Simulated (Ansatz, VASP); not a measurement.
**One calculation of Ga, two programs**

File INCAR:

```
SYSTEM = Ga
ALGO = Normal
EDIFF = 1E-8
ENCUT = 520
GGA = PE
ISIF = 2
ISMEAR = -1
LASPH = .True.
LCHARG = .False.
LEFG = .True.
LREAL = .False.
LWAVE = .False.
NBANDS = 20
NELM = 80
PREC = Accurate
SIGMA = 0.08
```

File KPOINTS:

```
k-points
0
Gamma
  12 12 10
  0 0 0
```

POSCAR

```
Ga
1.0
    1.4790000000     -4.1463000000      0.0000000000
    1.4790000000      4.1463000000      0.0000000000
    0.0000000000      0.0000000000      3.1700000000
Ga
2
Direct
    0.8670000000      0.1330000000      0.2500000000
    0.1330000000      0.8670000000      0.7500000000
```

Input for Ansatz:

```yaml
crystal:
  lattice:
    - [1.479, -4.1463, 0.0]
    - [1.479, 4.1463, 0.0]
    - [0.0, 0.0, 3.17]
  atoms:
    - { symbol: Ga, position: [0.867, 0.133, 0.25] }
    - { symbol: Ga, position: [0.133, 0.867, 0.75] }
kpoints:
  mp_grid: { grid: [12, 12, 10] }
scf:
  occupations: { method: fermi_dirac, width: 0.08 }
hamiltonian:
  xc: pbe
  pseudopotentials: { kind: paw }
output:
  forces: true
  stress: true
  eigenvalues: true
  efg: { contact_densities: true }
```

Change from the starting cell: equal xx and yy strain of +2 %, PAW files.

Alike in both runs: task electric field gradients; functional PBE; k mesh 12 × 12 × 10; occupations fermi-dirac, width 0.08 eV; no spin polarisation.

|  | VASP | Ansatz |
| --- | --- | --- |
| version | VASP 6.6.1 | Ansatz 0.2.0 |
| potentials or method | VASP PAW PBE potentials, release 64 (Ga_d) | PAW with Ansatz's default frozen-core files, scalar-relativistic |
| plane-wave cutoff (eV) | 520 | 420 |
| valence electrons in the cell | 26 | 26 |

VASP gave:

```
pressure (GPa)                                                : -0.1
traceless stress, the component that is largest in VASP (GPa) : -2.27
rms of the force components (eV/Å)                            : 0.105
size of Vzz on the site where it differs most (V/Å²)          : 25.9
```

Q: What did Ansatz give for the same quantities?

A: Pressure (GPa): -0.2; traceless stress, the component that is largest in VASP (GPa): -2.25; rms of the force components (eV/Å): 0.104; size of Vzz on the site where it differs most (V/Å²): 27.4.

Atom by atom the forces differ by 0.001 eV/Å (rms over components). The functional is the same, so the differences come from potentials, cutoffs and numerics.
